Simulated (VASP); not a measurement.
InP: relaxation of the atoms with PBE

Crystal: InP.

```
In P
1.0
     0.00000    2.96838    3.02425
     2.96838    0.00000    3.02425
     2.96838    2.96838    0.00000
In P
1 1
Direct
  0.00000 0.00000 0.00000
  0.25000 0.25000 0.25000
```

This cell differs from its parent crystal: strained cell.

```json
{
 "Program": "VASP 6.6.1",
 "Task": "relaxation of the atoms",
 "Functional": "PBE",
 "Potentials or basis": "VASP PAW PBE potentials, release 64 (In_d, P)",
 "Cutoff": "450 eV",
 "k mesh": "8 × 8 × 8",
 "Occupations": "gaussian, width 0.02 eV",
 "Spin": "no spin polarisation",
 "Dipole correction": "no",
 "Further INCAR settings": "ALGO = Normal; EDIFF = 1e-07; IBRION = 2; EDIFFG = -0.002; NSW = 60"
}
```

```json
{"Pressure after relaxing": "-0.4 GPa", "Band gap on the k mesh": "0.37 eV"}
```

Stress tensor (GPa, compression positive):
```
-0.18  0.00  0.00
 0.00 -0.18  0.00
 0.00  0.00 -0.98
```

Final structure:
```xyz
2
Lattice="0.0000 2.9684 3.0242 2.9684 0.0000 3.0242 2.9684 2.9684 0.0000" Properties=species:S:1:pos:R:3 pbc="T T T"
In    0.0000    0.0000    0.0000
P     1.4842    1.4842    1.5121
```

Levels at points of the mesh, in eV from the valence-band top:
```tsv
k point	band 7	band 8	band 9	band 10	band 11	band 12
(0.00, 0.00, 0.00)	-0.09	0.00	0.00	0.37	4.05	4.05
(0.50, 0.00, 0.00)	-5.47	-0.98	-0.86	1.33	4.72	4.83
(0.50, 0.50, 0.00)	-5.61	-2.10	-2.10	1.89	2.34	8.72
(0.50, 0.00, 0.50)	-5.50	-2.20	-2.19	1.80	2.18	8.89
```

Wall time 68 s on 1 thread of Oxide Virtual Turin-like Processor, on a shared host, peak memory 0.15 GiB.

Caveat: the cell differs from its parent crystal (strained cell); semilocal functionals underestimate gaps, and a narrow one can read as zero; spin-orbit coupling is left out, which moves the levels of the heavy elements.
